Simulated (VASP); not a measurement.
Here is a VASP 6.6.1 calculation.

INCAR

```
PREC = Accurate ; ENCUT = 520
EDIFF = 1E-6 ; ISMEAR = -1
SIGMA = 0.02 ; LREAL = False
LASPH = True ; NELM = 60
ALGO = Normal ; ISIF = 2
LWAVE = False ; LCHARG = False
GGA = PS ; NBANDS = 9
```

Contents of KPOINTS:

```
Automatic mesh
0
Gamma
  8 8 8
```

POSCAR

```
Te
1.0
    3.1582753899      0.0000000000      0.0000000000
    0.0000000000      3.1582753899      0.0000000000
    0.0000000000      0.0000000000      3.1582753899
Te
1
Direct
    0.0000000000      0.0000000000      0.0000000000
```

Potentials or basis: VASP PAW PBE potentials, release 64 (Te).

Command:

```console
$ cat potpaw_PBE.64/Te/POTCAR > POTCAR
$ mpirun -np 1 vasp_std > vasp.out
```

Q: What does it give for the band gap on the k mesh?

A: Zero (band 3 reaches 9.49 eV, above the bottom of band 4 at 3.71 eV).

Q: Estimate the pressure.

A: 0.0 GPa.

Caveat: the PAW data sets were made with another functional, which shifts forces and pressure a little; spin-orbit coupling is left out, which moves the levels of the heavy elements.
